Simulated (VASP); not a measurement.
Crystal: K2S.

```
CELL_PARAMETERS angstrom
0.00000 3.70271 3.70271
3.70271 0.00000 3.70271
3.70271 3.70271 0.00000
ATOMIC_POSITIONS crystal
K 0.75000 0.75000 0.75000
K 0.25000 0.25000 0.25000
S 0.00000 0.00000 0.00000
```

Base run:

| Quantity | Value |
| --- | --- |
| Program | VASP 6.6.1 |
| Functional | r2SCAN |
| Potentials or basis | VASP PAW PBE potentials, release 64 (K_sv, S) |
| Cutoff | 550 eV |
| k mesh | 4 × 4 × 4 |
| Occupations | gaussian, width 0.01 eV |
| Spin | no spin polarisation |

Its results: band gap on the k mesh 2.76 eV (least direct gap 2.95 eV); pressure 0.0 GPa.

**Question.** The run is repeated on the same cell with these changes: functional from r2SCAN to PBE; cutoff from 550 eV to 500 eV. What comes out?

**Answer.** Band gap on the k mesh 2.38 eV (least direct gap 2.57 eV); pressure 0.5 GPa.

Caveats: the PAW data sets were made with another functional, which shifts forces and pressure a little (at least some runs).

A k mesh can miss the band edges.
